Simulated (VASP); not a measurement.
Here is a VASP 6.6.1 calculation.

File INCAR:

```
SYSTEM = Cs
PREC = Accurate
ENCUT = 520
EDIFF = 1E-6
ISMEAR = -1
SIGMA = 0.05
LREAL = .False.
LASPH = .True.
NELM = 60
ALGO = Normal
ISIF = 2
LWAVE = .False.
LCHARG = .False.
GGA = PS
NBANDS = 10
```

Contents of KPOINTS:

```
regular mesh
0
Gamma
  6 6 6
  0 0 0
```

File POSCAR:

```
Cs
1.0
    0.0000000000      2.3815140273      2.3815140273
    2.3815140273      0.0000000000      2.3815140273
    2.3815140273      2.3815140273      0.0000000000
Cs
1
Direct
    0.0000000000      0.0000000000      0.0000000000
```

Potentials or basis: VASP PAW PBE potentials, release 64 (Cs_sv).

Run with:

```console
$ cat potpaw_PBE.64/Cs_sv/POTCAR > POTCAR
$ mpirun -np 1 vasp_std > vasp.out
```

Estimate the pressure.

21.2 GPa.

Caveat: the k points lie up to 0.38 Å⁻¹ apart; the PAW data sets were made with another functional, which shifts forces and pressure a little.
